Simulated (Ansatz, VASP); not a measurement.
Pt: VASP beside Ansatz

```xyz
1
Lattice="1.8423 1.0637 1.5010 -1.8423 1.0637 1.5010 0.0000 -2.1273 1.5010" Properties=species:S:1:pos:R:3 pbc="T T T"
Pt    0.0000    0.0000    2.2515
```

Alike in both runs: functional r2SCAN; k mesh 21 × 21 × 21; occupations gaussian, width 0.1 eV; no spin polarisation.

Ansatz relaxed the structure, and its values are those at the end. VASP's run is a single point on that final structure, the one shown.

```csv
,VASP,Ansatz
version,VASP 6.6.1,Ansatz 0.2.0
potentials or method,"VASP PAW PBE potentials, release 64 (Pt), cutoff 520 eV","scalar-relativistic, plane waves, PAW"
valence electrons in the cell,10,18
```

|  | VASP | Ansatz | Ansatz less VASP |
| --- | --- | --- | --- |
| gap on the k mesh at the Fermi level (eV) | none | none | - |
| pressure (GPa) | 0.5 | 0.0 | -0.49 |

VASP's potentials were made for PBE, not for r2SCAN. A gap of «none» marks a metal or a gap that the smearing closes. With one functional, cell and mesh, what is left measures potentials, basis and numerics. VASP's potentials hold 10 valence electrons a cell and Ansatz's 18, so a difference there can come from the potentials and not from the codes.

Spin-orbit coupling is off throughout.
